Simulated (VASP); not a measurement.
Input of a VASP 6.6.1 run:

The input INCAR:

```
SYSTEM = Nb2O
  PREC = Accurate
  ENCUT = 520
  EDIFF = 1E-6
  ISMEAR = -1
  SIGMA = 0.06122561905347299
  LREAL = .FALSE.
  LASPH = .TRUE.
  NELM = 60
  ALGO = Normal
  ISIF = 2
  LWAVE = .FALSE.
  LCHARG = .FALSE.
  GGA = PE
  NBANDS = 23
```

The input KPOINTS:

```
regular mesh
0
G
  17 17 17
  0 0 0
```

File POSCAR:

```
Nb2O
1.0
    0.0000000000      2.7868438240      2.7868438240
    2.7868438240      0.0000000000      2.7868438240
    2.7868438240      2.7868438240      0.0000000000
Nb O
2 1
Direct
    0.2500000000      0.2500000000      0.2500000000
    0.7500000000      0.7500000000      0.7500000000
    0.0000000000      0.0000000000      0.0000000000
```

Potentials or basis: VASP PAW PBE potentials, release 64 (Nb_sv, O).

Run with:

```bash
$ cat potpaw_PBE.64/Nb_sv/POTCAR potpaw_PBE.64/O/POTCAR > POTCAR
$ mpirun -np 1 vasp_std > vasp.out
```

**Question.** What does it give for the pressure?

**Answer.** -0.4 GPa.

**Question.** Predict the band gap on the k mesh.

**Answer.** Zero (band 16 reaches 12.09 eV, above the bottom of band 17 at 11.18 eV).
